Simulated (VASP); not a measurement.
# Zn2CdSe3: single point with PBE

The system is Zn2CdSe3.

```
Zn Cd Se
1.0
     4.72314    0.00000    0.00000
    -2.36157    4.09036    0.00000
     0.00000    0.00000   10.14003
Zn Cd Se
2 1 3
Direct
  0.33333 0.66667 0.50000
  0.66667 0.33333 0.50000
  0.00000 0.00000 0.50000
  0.00000 0.00000 0.76514
  0.00000 0.00000 0.23486
  0.00000 0.00000 0.00000
```

The cell was generated, and may not be a known phase.

```
Program                : VASP 6.6.1
Task                   : single point
Functional             : PBE
Potentials or basis    : VASP PAW PBE potentials, release 64 (Zn, Cd, Se)
Cutoff                 : 520 eV
k mesh                 : 6 × 6 × 2
Occupations            : gaussian, width 0.1 eV
Spin                   : no spin polarisation
Dipole correction      : no
Further INCAR settings : ALGO = Normal; EDIFF = 1e-06; NBANDS = 36
```

The pressure is 0.1 GPa and the largest force is 0.019 eV/Å. The band gap on the k mesh is zero (bands 27 and 28 overlap by 0.88 eV).

Forces on the atoms (eV/Å):
```
Zn   0.000  0.000  0.000
Zn   0.000  0.000  0.000
Cd   0.000  0.000  0.000
Se   0.000  0.000  0.019
Se   0.000  0.000 -0.019
Se   0.000  0.000  0.000
```

Levels at points of the mesh, in eV from the Fermi level:
```tsv
k point	band 23	band 24	band 25	band 26	band 27	band 28	band 29	band 30	band 31	band 32
(0.00, 0.00, 0.00)	-1.00	-1.00	-0.33	0.09	0.09	0.61	2.29	2.52	2.52	2.98
(0.50, 0.00, 0.00)	-2.56	-2.06	-1.20	-1.03	-0.33	-0.07	0.80	2.26	2.41	3.01
(0.00, 0.00, 0.50)	-2.12	-1.22	-1.22	0.37	0.37	1.83	2.29	2.52	2.52	2.59
(0.50, 0.00, 0.50)	-2.42	-1.86	-1.59	-1.50	-0.63	0.03	0.19	1.01	3.42	3.55
```

Wall time 2.6 min on 1 thread of Intel Xeon 8259CL (shared host), peak memory 0.36 GiB.
